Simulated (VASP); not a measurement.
A run of VASP 6.6.1 is set up as follows.

Contents of INCAR:

```
  PREC = Accurate
  ENCUT = 500
  EDIFF = 1E-6
  ISMEAR = -1
  SIGMA = 0.03
  LREAL = False
  LASPH = True
  NELM = 120
  ALGO = Normal
  ISIF = 2
  LWAVE = False
  LCHARG = False
  GGA = PE
  NBANDS = 20
  GGA_COMPAT = False
```

The input KPOINTS:

```
Automatic mesh
0
Gamma
  5 5 3
```

File POSCAR:

```
SnSe2
1.0
    3.8110000000      0.0000000000      0.0000000000
   -1.9055000000      3.3004228138      0.0000000000
    0.0000000000      0.0000000000      6.1360000000
Sn Se
1 2
Direct
    0.0000000000      0.0000000000      0.0000000000
    0.6666666667      0.3333333333      0.7510000000
    0.3333333333      0.6666666667      0.2490000000
```

Potentials or basis: VASP PAW PBE potentials, release 64 (Sn_d, Se).

Launch:

```console
$ cat potpaw_PBE.64/Sn_d/POTCAR potpaw_PBE.64/Se/POTCAR > POTCAR
$ mpirun -np 1 vasp_std > vasp.out
```

(1) What does it give for the pressure?

(2) Predict the band gap on the k mesh.

(3) What does it give for the largest force?

## Answers

(1) 5.8 GPa.

(2) 0.79 eV (least direct gap 1.09 eV).

(3) 0.760 eV/Å.

Caveat: the cell stands under pressure; spin-orbit coupling is left out, which moves the levels of the heavy elements; an odd mesh through Γ misses points on the zone boundary, where band edges can lie; this functional lacks dispersion, which binds the layers, so the pressure and a relaxed spacing across them are unreliable.
